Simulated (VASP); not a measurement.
# Li8LaNb7O23 (a cell with a defect) in VASP: further runs

Runs on Li8LaNb7O23 (a cell with a defect). Level: PBE. Tasks: single point.

Everything below comes from runs of VASP 6.6.1. Logs are shortened: lines on timing, memory, paths and dates and some standing lists are left out, and cuts for length are marked.

**1. The cell of the first run**

The cell holds a defect, 39 atoms: a = 5.550 Å, b = 11.101 Å, c = 11.101 Å, α = 55.75°, β = 55.75°, γ = 55.75°.

**2. Single point, PBE, collinear spin**

INCAR

```
SYSTEM = Li8LaNb7O23
  PREC = Accurate
  ENCUT = 650
  EDIFF = 1E-6
  ISMEAR = 0
  SIGMA = 0.01
  LREAL = Auto
  LASPH = .True.
  NELM = 200
  ALGO = Normal
  ISIF = 2
  LWAVE = .False.
  LCHARG = .False.
  ISPIN = 2
  MAGMOM = 0 0 0 0 0 0 0 0 0.02 0.02 0 0.01 0.06 0.15 0 0 0 0 0 0.01 0 0 0 0 0 0 0 0.03 0 0 0 0.01 -0.01 0 0 0 0 0 0.04
  LORBIT = 11
  NUPDOWN = 1.0
  LMAXMIX = 6
  GGA = PE
  NELECT = 265.0
  NBANDS = 161
  GGA_COMPAT = .False.
  ISYM = -1
```

KPOINTS

```
explicit points
1
Reciprocal
  0.25000000   0.25000000   0.25000000 1
```

POSCAR

```
Li8LaNb7O23
1.0
    2.5949501400      1.4981951600      4.6722232500
   -5.1899002700      2.9963903200      9.3444465000
    0.0000000000     -5.9927806400      9.3444465000
Li Nb O La
8 7 23 1
Direct
    0.7174885501      0.3618360345      0.3577671683
    0.1901617030      0.1047931906      0.1336502809
    0.7060799371      0.3632061806      0.8557231395
    0.2220383734      0.1119266697      0.6029333426
    0.7217039988      0.8545118117      0.3604901568
    0.2136802823      0.6063954071      0.1171919931
    0.7598161405      0.8226026150      0.8566678919
    0.2097923641      0.6068769098      0.6074513320
    0.9913281236      0.4956004051      0.5059795177
    0.5049155238      0.2464549004      0.2481447223
    0.9963274913      0.4984926066      1.0061907613
    0.9928208427      1.0065125864      0.5008925708
    0.5024139026      0.7497016813      0.2548678681
    0.9997509675      0.9887691023      1.0069446017
    0.4994540974      0.7502141134      0.7493241901
    0.2803793267      0.3194267767      0.4445726786
    0.6379641485      0.4450009373      0.1422693494
    0.8812956410      0.1367649319      0.3213734539
    0.4160369336      0.0624248504      0.3797164320
    0.7921235207      0.1990175164      0.0647749637
    0.1388404658      0.3917138863      0.1982376188
    0.2764383148      0.3134285612      0.9667408217
    0.6230537498      0.4556400030      0.6310433306
    0.9718698961      0.1377902062      0.8122929946
    0.8406254170      0.1916350837      0.5404107503
    0.0784652276      0.4216865513      0.6874894327
    0.2774515823      0.8235380583      0.4420086464
    0.6123920323      0.9588845215      0.1304468729
    0.8828730717      0.6516865942      0.3160054743
    0.3839516348      0.5743444433      0.3858111656
    0.7847237454      0.6930012091      0.0709531422
    0.1466320515      0.8935293054      0.1875483285
    0.2978215078      0.8140750390      0.9480209071
    0.6351144961      0.9495149901      0.6490310386
    0.8932972939      0.6361612362      0.8216925484
    0.3907587182      0.5718882103      0.8868016482
    0.7602395047      0.7127956958      0.5644415815
    0.1285093777      0.8922195666      0.7031401848
    0.4773388041      0.2277138614      0.7642441584
```

Potentials or basis: VASP PAW PBE potentials, release 64 (Li_sv, Nb_sv, O, La).

Started as:

```console
> cat potpaw_PBE.64/Li_sv/POTCAR potpaw_PBE.64/Nb_sv/POTCAR potpaw_PBE.64/O/POTCAR potpaw_PBE.64/La/POTCAR > POTCAR
> mpirun -np 1 vasp_std > vasp.out
```

OUTCAR:

```text
SYSTEM = Li8LaNb7O23
   PREC = Accurate
   ENCUT = 650
   EDIFF = 1E-6
   ISMEAR = 0
   LREAL = Auto
   LASPH = .True.
   NELM = 200
   ISIF = 2
   ISPIN = 2
   LORBIT = 11
   NUPDOWN = 1.0
   GGA = PE
   NELECT = 265.0
   ISYM = -1

 ion  position               nearest neighbor table
   1  0.717  0.362  0.358-  25 1.99  21 2.07  30 2.09  17 2.24  16 2.28
   2  0.190  0.105  0.134-  18 1.88  28 1.95  22 2.11  32 2.19  20 2.23
   3  0.706  0.363  0.856-  26 2.00  36 2.05  20 2.11  22 2.22  24 2.25
   4  0.222  0.112  0.603-  24 2.02  16 2.04  34 2.10  25 2.14  38 2.28
   5  0.722  0.855  0.360-  37 1.95  19 2.00  32 2.13  29 2.14  27 2.26
   6  0.214  0.606  0.117-  29 2.04  17 2.06  33 2.10  21 2.22  31 2.26
   7  0.760  0.823  0.857-  35 1.96  31 2.01  38 2.02  34 2.20  33 2.20  11 2.80
   8  0.210  0.607  0.607-  23 2.00  35 2.09  26 2.11  27 2.14  30 2.25
   9  0.991  0.496  0.506-  23 1.85  16 1.90  26 1.94  29 1.99  30 2.20  37 2.29
  10  0.505  0.246  0.248-  19 1.87  20 1.89  21 1.90  18 2.11  17 2.17  16 2.18
  11  0.996  0.498  0.006-  22 1.87  17 1.88  35 1.92  31 2.12  21 2.14  36 2.18   7 2.80
  12  0.993  0.007  0.501-  18 1.89  34 1.90  27 1.94  25 1.94  38 2.20  19 2.20
  13  0.502  0.750  0.255-  30 1.87  31 1.94  32 1.94  29 2.07  27 2.10  28 2.17
  14  1.000  0.989  0.007-  24 1.87  33 1.88  28 1.89  32 2.07  20 2.24
  15  0.499  0.750  0.749-  37 1.85  36 1.88  38 1.90  33 2.17  35 2.18  34 2.20
  16  0.280  0.319  0.445-   9 1.90   4 2.04  10 2.18   1 2.28
  17  0.638  0.445  0.142-  11 1.88   6 2.06  10 2.17   1 2.24
  18  0.881  0.137  0.321-   2 1.88  12 1.89  10 2.11
  19  0.416  0.062  0.380-  10 1.87   5 2.00  12 2.20
  20  0.792  0.199  0.065-  10 1.89   3 2.11   2 2.23  14 2.24
  21  0.139  0.392  0.198-  10 1.90   1 2.07  11 2.14   6 2.22
  22  0.276  0.313  0.967-  11 1.87   2 2.11   3 2.22  39 2.37
  23  0.623  0.456  0.631-   9 1.85   8 2.00  39 2.45
  24  0.972  0.138  0.812-  14 1.87   4 2.02   3 2.25  39 2.60
  25  0.841  0.192  0.540-  12 1.94   1 1.99   4 2.14  39 2.23
  26  0.078  0.422  0.687-   9 1.94   3 2.00   8 2.11  39 2.23
  27  0.277  0.824  0.442-  12 1.94  13 2.10   8 2.14   5 2.26
  28  0.612  0.959  0.130-  14 1.89   2 1.95  13 2.17
  29  0.883  0.652  0.316-   9 1.99   6 2.04  13 2.07   5 2.14
  30  0.384  0.574  0.386-  13 1.87   1 2.09   9 2.20   8 2.25
  31  0.785  0.693  0.071-  13 1.94   7 2.01  11 2.12   6 2.26
  32  0.147  0.894  0.188-  13 1.94  14 2.07   5 2.13   2 2.19
[... 180 lines left out ...]
  ext. energy  EPLUGINS =         0.00000000
  ---------------------------------------------------
  free energy    TOTEN  =      -300.16585996 eV

  energy without entropy =     -300.16585996  energy(sigma->0) =     -300.16585996

 E-fermi :   3.7969     XC(G=0): -10.6396

 val. band max:        6.6879990261   @ k =   0.2500   0.2500   0.2500
 cond. band min:       7.1556761467   @ k =   0.2500   0.2500   0.2500
 fundamental gap:      0.4676771206
 Fermi energy:         6.8946057084

 spin component 1

 k-point     1 :       0.2500    0.2500    0.2500
  band No.  band energies     occupation
      1     -50.7695      1.00000
      2     -50.7411      1.00000
      3     -50.7359      1.00000
      4     -50.7094      1.00000
      5     -50.6246      1.00000
      6     -50.4520      1.00000
[... 136 lines left out ...]
    143       8.0341      0.00000
    144       8.1157      0.00000
 Fermi energy:         3.7969285410

 spin component 2

 k-point     1 :       0.2500    0.2500    0.2500
  band No.  band energies     occupation
      1     -50.7629      1.00000
      2     -50.7310      1.00000
      3     -50.7123      1.00000
      4     -50.6995      1.00000
      5     -50.5527      1.00000
      6     -50.4286      1.00000
[... 136 lines left out ...]
    143       8.1261      0.00000
    144       8.1662      0.00000
 [bands above 144 left out]

------------------------ aborting loop because EDIFF is reached ----------------------------------------

  FORCE on cell =-STRESS in cart. coord.  units (eV):
  Direction    XX          YY          ZZ          XY          YZ          ZX
  --------------------------------------------------------------------------------------
  -------------------------------------------------------------------------------------
  Total       14.7706099     14.5734487     12.7803751      1.9219384     -0.5001588     -0.9764463
  in kB       54.2846168     53.5600141     46.9701501      7.0634652     -1.8381726     -3.5886137
  external PRESSURE =      51.6049270 kB  Pullay stress =       0.0000000 kB

 VOLUME and BASIS-vectors are now :
 -----------------------------------------------------------------------------
  energy-cutoff  :      650.00
  volume of cell :      435.95
      direct lattice vectors                 reciprocal lattice vectors
     2.594950140  1.498195160  4.672223250     0.192681930  0.111244964  0.071343623
    -5.189900270  2.996390320  9.344446500    -0.096340965  0.055622482  0.035671811
     0.000000000 -5.992780640  9.344446500     0.000000000 -0.111244964  0.035671811

 POSITION                                       TOTAL-FORCE (eV/Angst)
 -----------------------------------------------------------------------------------
     -0.01605      0.01512     10.07656        -0.007502      0.006104     -0.003853
     -0.05041     -0.20204      3.11660         0.004036      0.014340     -0.002907
     -0.05276     -2.98201     14.68918         0.000943     -0.006665     -0.005529
     -0.00471     -2.94521      7.71738        -0.000038     -0.001554      0.000463
     -2.56205      1.48137     14.72548         0.004938      0.003320     -0.000860
     -2.59264      1.43483      7.75989        -0.000129      0.003130     -0.002855
[... 31 lines left out ...]
     -4.29706     -1.34779     15.50818        -0.001320      0.011796     -0.014613
      0.05686     -3.18248     11.49953        -0.024123      0.022961      0.018699
 -----------------------------------------------------------------------------------
    total drift:                               -0.007042     -0.000428      0.002392

  FREE ENERGIE OF THE ION-ELECTRON SYSTEM (eV)
  ---------------------------------------------------
  free  energy   TOTEN  =      -300.1658599591 eV

  energy  without entropy=     -300.1658599591  energy(sigma->0) =     -300.16585996

 total charge

# of ion       s       p       d       f       tot
--------------------------------------------------
    1        2.015   0.049   0.000   0.000   2.065
    2        2.023   0.060   0.000   0.000   2.083
    3        2.016   0.050   0.000   0.000   2.066
    4        2.017   0.051   0.000   0.000   2.068
    5        2.018   0.053   0.000   0.000   2.071
    6        2.014   0.047   0.000   0.000   2.062
[... 31 lines left out ...]
   38        1.563   3.501   0.000   0.000   5.065
   39        2.027   5.681   0.709   0.287   8.703
--------------------------------------------------
tot         69.695 129.561  15.699   0.287 215.241

 magnetization (x)

# of ion       s       p       d       f       tot
--------------------------------------------------
    1        0.000   0.000   0.000   0.000   0.000
    2        0.001   0.002   0.000   0.000   0.002
    3       -0.000   0.000   0.000   0.000  -0.000
    4       -0.000   0.000   0.000   0.000   0.000
    5        0.000   0.000   0.000   0.000   0.000
    6       -0.000   0.000   0.000   0.000  -0.000
[... 31 lines left out ...]
   38        0.000   0.001   0.000   0.000   0.002
   39        0.006   0.008   0.044   0.014   0.072
--------------------------------------------------
tot          0.031   0.060   0.473   0.014   0.578
```

OSZICAR:

```text
N       E                     dE             d eps       ncg     rms          rms(c)
DAV:   1     0.442612850192E+04    0.44261E+04   -0.14467E+05   764   0.229E+03
DAV:   2     0.476983852195E+03   -0.39491E+04   -0.37314E+04   692   0.732E+02
DAV:   3    -0.283799810960E+03   -0.76078E+03   -0.71642E+03   908   0.271E+02
DAV:   4    -0.359380573801E+03   -0.75581E+02   -0.74607E+02   958   0.938E+01
DAV:   5    -0.367898961697E+03   -0.85184E+01   -0.84879E+01  1288   0.279E+01    0.534E+01
DAV:   6    -0.298760634854E+03    0.69138E+02   -0.40574E+02   904   0.593E+01    0.220E+01
DAV:   7    -0.299573502529E+03   -0.81287E+00   -0.45912E+01  1056   0.248E+01    0.947E+00
DAV:   8    -0.300062784022E+03   -0.48928E+00   -0.62878E+00  1152   0.768E+00    0.508E+00
DAV:   9    -0.300141066990E+03   -0.78283E-01   -0.78825E-01  1024   0.323E+00    0.227E+00
DAV:  10    -0.300164320441E+03   -0.23253E-01   -0.16069E-01  1080   0.181E+00    0.618E-01
DAV:  11    -0.300164900820E+03   -0.58038E-03   -0.42470E-02  1200   0.771E-01    0.299E-01
DAV:  12    -0.300165250746E+03   -0.34993E-03   -0.54562E-03  1128   0.282E-01    0.157E-01
DAV:  13    -0.300165684933E+03   -0.43419E-03   -0.11870E-03  1048   0.127E-01    0.708E-02
DAV:  14    -0.300165832866E+03   -0.14793E-03   -0.34284E-04  1055   0.753E-02    0.309E-02
DAV:  15    -0.300165852133E+03   -0.19267E-04   -0.95167E-05  1048   0.403E-02    0.158E-02
DAV:  16    -0.300165857394E+03   -0.52612E-05   -0.24460E-05   894   0.180E-02    0.870E-03
DAV:  17    -0.300165859190E+03   -0.17961E-05   -0.59128E-06   712   0.102E-02    0.530E-03
DAV:  18    -0.300165859959E+03   -0.76908E-06   -0.22619E-06   559   0.653E-03
   1 F= -.30016586E+03 E0= -.30016586E+03  d E =-.194970-132  mag=     1.0000
```

stdout:

```text
POSCAR found type information on POSCAR LiNbO La
 POSCAR found :  4 types and      39 ions
 scaLAPACK will be used
 LDA part: xc-table for (Slater+PW92), standard interpolation
 POSCAR, INCAR and KPOINTS ok, starting setup
 FFT: planning ... GRIDC
 FFT: planning ... GRID_SOFT
 FFT: planning ... GRID
 WAVECAR not read
 entering main loop
 the old and the new charge density differ
 old charge density:   264.00000 new  265.00000
    0.534E+01
```

Run time: 11 min. Hardware: 1 thread of Intel Xeon Platinum 8488C (Sapphire Rapids), shared host; peak memory 1.3 GiB.

What came out:

```
Free energy                                           : -300.1659 eV
Largest force                                         : 0.047 eV/Å
Net moment                                            : 1.00 μB per cell
Site moments                                          : Li +0.00, -0.00 (each value once); Nb +0.03, +0.04, +0.01, +0.10, +0.27 (each value once); O +0.00, -0.00, +0.01, +0.03, -0.01 (each value once); La +0.07 μB
Valence electrons inside the program's atomic spheres : Li 2.06, 2.08, 2.07 (each value once); Nb 10.49, 10.47, 10.48, 10.43, 10.59 (each value once); O 5.06, 5.07, 5.10, 5.05, 5.04, 5.09 (each value once); La 8.70
```

Forces on the atoms (eV/Å):
```
Li  -0.008  0.006 -0.004
Li   0.004  0.014 -0.003
Li   0.001 -0.007 -0.006
Li   0.000 -0.002  0.000
Li   0.005  0.003 -0.001
Li   0.000  0.003 -0.003
Li  -0.008  0.003  0.004
Li  -0.002 -0.006  0.000
Nb  -0.005  0.010  0.030
Nb  -0.008  0.010  0.035
Nb  -0.009 -0.012  0.030
Nb   0.011  0.008  0.027
Nb   0.003 -0.020  0.017
Nb   0.020 -0.013  0.041
Nb   0.002 -0.022  0.035
O   -0.010  0.005 -0.008
O    0.013  0.006 -0.008
O   -0.013 -0.026  0.000
O   -0.013 -0.007 -0.013
O   -0.002 -0.008 -0.010
O    0.009  0.009 -0.013
O    0.005  0.008 -0.021
O    0.011 -0.006 -0.009
O   -0.008  0.008 -0.013
O   -0.003 -0.030  0.002
O    0.026  0.009  0.001
O   -0.007  0.016 -0.011
O    0.007 -0.007 -0.012
O   -0.010 -0.008 -0.017
O   -0.011  0.010 -0.003
O    0.003 -0.013 -0.002
O    0.009  0.012 -0.010
O   -0.005  0.010 -0.010
O    0.009 -0.003 -0.010
O   -0.004 -0.002 -0.015
O   -0.007  0.004 -0.004
O    0.021  0.002 -0.020
O   -0.001  0.012 -0.015
La  -0.024  0.023  0.019
```

Caveat: the cell carries a net charge on a neutralising background, which shifts energy and pressure; the cell is charged against a uniform background, so pressure and absolute levels hang on convention; spin-orbit coupling is left out, which moves the levels of the heavy elements; the total moment is fixed, so each spin has its own Fermi level and the state may be an excited one.

**3. Single point, PBE, collinear spin**

INCAR

```
SYSTEM = Li8LaNb7O23
PREC = Accurate
ENCUT = 650
EDIFF = 1E-6
ISMEAR = 0
SIGMA = 0.01
LREAL = Auto
LASPH = .TRUE.
NELM = 200
ALGO = Normal
ISIF = 2
LWAVE = .FALSE.
LCHARG = .TRUE.
ISPIN = 2
MAGMOM = 0 0 0 0 0 0 0 0 -0.01 0 0 0 0 0 -0.01 0.02 0 0 0 0.01 0 0 0.01 0.14 0.02 0.51 0 0 0 0 0 0 0.02 0.01 0.01 0 0.21 0.02 0
LORBIT = 11
NUPDOWN = 1.0
LMAXMIX = 6
GGA = PE
LELF = .TRUE.
LVHAR = .TRUE.
NBANDS = 161
NELECT = 263.0
GGA_COMPAT = .FALSE.
ISYM = -1
```

KPOINTS is that of step 2.

POSCAR

```
Li8LaNb7O23
1.0
    2.5949501400      1.4981951600      4.6722232500
   -5.1899002700      2.9963903200      9.3444465000
    0.0000000000     -5.9927806400      9.3444465000
Li Nb O La
8 7 23 1
Direct
    0.7160138260      0.3550705845      0.3629416612
    0.1832834627      0.1243652309      0.1346593661
    0.6855169205      0.3630512115      0.8817931906
    0.2453889409      0.1047923219      0.6072019327
    0.7152693062      0.8499233483      0.3773531168
    0.2162331176      0.6070376711      0.1130490230
    0.7871328470      0.8192732956      0.8493517733
    0.1984428320      0.6252869883      0.6006634903
    0.9668859858      0.5010156439      0.4978096737
    0.5010719086      0.2463477046      0.2524127187
    0.9920936398      0.4972466433      1.0101107518
    0.9997653239      1.0071546554      0.5003193055
    0.4912430305      0.7461844857      0.2529751982
    0.9784176960      0.9890742093      1.0179156963
    0.5013193978      0.7452450361      0.7604598382
    0.2718649597      0.3207690610      0.4473017044
    0.6383240704      0.4416423077      0.1420788700
    0.8726523968      0.1420546431      0.3261589354
    0.4195907153      0.0605776950      0.3799528917
    0.8051865525      0.1915396356      0.0698307696
    0.1382580556      0.3869735016      0.2011786989
    0.2940477443      0.3169295958      0.9611859730
    0.6057247940      0.4590754811      0.6146631733
    1.0644750288      0.1374184875      0.8119789168
    0.8386625209      0.1859581128      0.5502967320
    0.0329476699      0.4204913454      0.6963321504
    0.2917755914      0.8318866405      0.4231095541
    0.6071941980      0.9767766562      0.0779712939
    0.8740872866      0.6573541894      0.3083308419
    0.3755308221      0.5755514280      0.3815072748
    0.7761402630      0.6930063794      0.0695879225
    0.1211574089      0.8920073678      0.1903995991
    0.2865799320      0.8193216551      0.9471066314
    0.6589806201      0.9374142635      0.6476285915
    0.9004819160      0.6321543373      0.8223334518
    0.3828136688      0.5719787375      0.8977860372
    0.7798922526      0.6906668748      0.5748410325
    0.1537723352      0.8869294778      0.6964549463
    0.4677497218      0.2322293457      0.7662543310
```

Potentials or basis: VASP PAW PBE potentials, release 64 (Li_sv, Nb_sv, O, La).

Started as:

```console
> cat potpaw_PBE.64/Li_sv/POTCAR potpaw_PBE.64/Nb_sv/POTCAR potpaw_PBE.64/O/POTCAR potpaw_PBE.64/La/POTCAR > POTCAR
> mpirun -np 1 vasp_std > vasp.out
```

It took 11 min on 1 thread of Intel Xeon Platinum 8488C (Sapphire Rapids), shared host; peak memory 1.3 GiB.

It converged, with:

* Free energy: -311.0252 eV
* Largest force: 0.059 eV/Å
* Net moment: 1.00 μB per cell
* Site moments: Li -0.00, +0.00 (each value once); Nb -0.02, -0.00, -0.01 (each value once); O +0.02, +0.00, +0.01, +0.12, +0.45, -0.00, +0.18 (each value once); La +0.01 μB
* Valence electrons inside the program's atomic spheres: Li 2.06, 2.08, 2.07 (each value once); Nb 10.45, 10.41, 10.44, 10.42, 10.57 (each value once); O 5.05, 5.07, 5.09, 5.06, 4.99, 4.95, 5.04, 5.02 (each value once); La 8.61

Forces in eV/Å, atoms in the order of the input:
```
Li  -0.003  0.002 -0.001
Li   0.009  0.018 -0.006
Li  -0.006 -0.007 -0.011
Li  -0.008  0.000 -0.003
Li   0.005  0.007 -0.006
Li   0.006  0.000 -0.002
Li  -0.017 -0.003  0.002
Li  -0.003 -0.005 -0.005
Nb  -0.015  0.028  0.025
Nb  -0.026 -0.002  0.050
Nb  -0.028  0.003  0.017
Nb   0.018 -0.003  0.016
Nb  -0.041 -0.002  0.042
Nb   0.014 -0.004  0.029
Nb  -0.004  0.012  0.026
O    0.008  0.006 -0.018
O    0.020  0.009 -0.005
O   -0.019 -0.022 -0.007
O   -0.017 -0.013 -0.008
O    0.012 -0.001 -0.014
O    0.013  0.004 -0.004
O    0.005  0.008 -0.015
O    0.007 -0.007 -0.009
O    0.002  0.007  0.005
O    0.007 -0.009 -0.006
O    0.016  0.015  0.008
O   -0.009  0.003 -0.016
O    0.007 -0.018 -0.013
O    0.007 -0.017 -0.005
O    0.004 -0.011 -0.011
O    0.024 -0.003 -0.016
O    0.019  0.007  0.001
O   -0.008  0.006 -0.009
O    0.005  0.007 -0.017
O    0.008 -0.015 -0.008
O   -0.010 -0.005 -0.003
O    0.006 -0.017 -0.004
O    0.012  0.017 -0.006
La  -0.018  0.005  0.006
```

Caveat: the cell carries a net charge on a neutralising background, which shifts energy and pressure; the cell is charged against a uniform background, so pressure and absolute levels hang on convention; spin-orbit coupling is left out, which moves the levels of the heavy elements; the total moment is fixed, so each spin has its own Fermi level and the state may be an excited one.
